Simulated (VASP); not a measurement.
Input of a VASP 6.6.1 run:

The input INCAR:

```
SYSTEM = Ga2O3
ALGO = Normal ; EDIFF = 1E-6
EDIFFG = -0.01 ; ENCUT = 600
GGA = PE ; IBRION = 2
ISIF = 3 ; ISMEAR = 0
LASPH = .TRUE. ; LCHARG = .FALSE.
LREAL = .FALSE. ; LWAVE = .FALSE.
NELM = 100 ; NSW = 100
PREC = Accurate ; SIGMA = 0.02
```

The input KPOINTS:

```
k-points
0
G
  12 12 4
  0 0 0
```

File POSCAR:

```
Ga2O3
1.0
    3.1313663049      0.0000000000      0.0000000000
   -1.5656831524      2.7118427686      0.0000000000
    0.0000000000      0.0000000000      8.7799988850
Ga O
2 3
Direct
    0.0000000000      0.0000000000      0.7998357285
    0.0000000000      0.0000000000      0.2001642715
    0.3333333333      0.6666666667      0.7251408427
    0.3333333333      0.6666666667      0.2748591573
    0.0000000000      0.0000000000      0.0000000000
```

Potentials or basis: VASP PAW PBE potentials, release 64 (Ga_d, O).

Run with:

```bash
$ cat potpaw_PBE.64/Ga_d/POTCAR potpaw_PBE.64/O/POTCAR > POTCAR
$ mpirun -np 1 vasp_std > vasp.out
```

**Question.** Predict the band gap on the k mesh.

**Answer.** 0.65 eV.

**Question.** Predict the space group after relaxing (to 0.1 Å).

**Answer.** P-6m2 (No. 187).

**Question.** Estimate the relaxed volume.

**Answer.** 14.93 Å³/atom.

The path:
```
step  energy change (eV)  largest force (eV/Å)  pressure (GPa)  volume (Å³)
   1              0.0000                0.0404            0.15        74.56
   2              0.0000                0.0497           -0.09        74.71
   3             -0.0001                0.0137            0.00        74.64
   4             -0.0001                0.0075           -0.09        74.65
   5             -0.0001                0.0095           -0.04        74.65
```

Caveat: semilocal functionals underestimate gaps, and a narrow one can read as zero. A k mesh can miss the band edges.
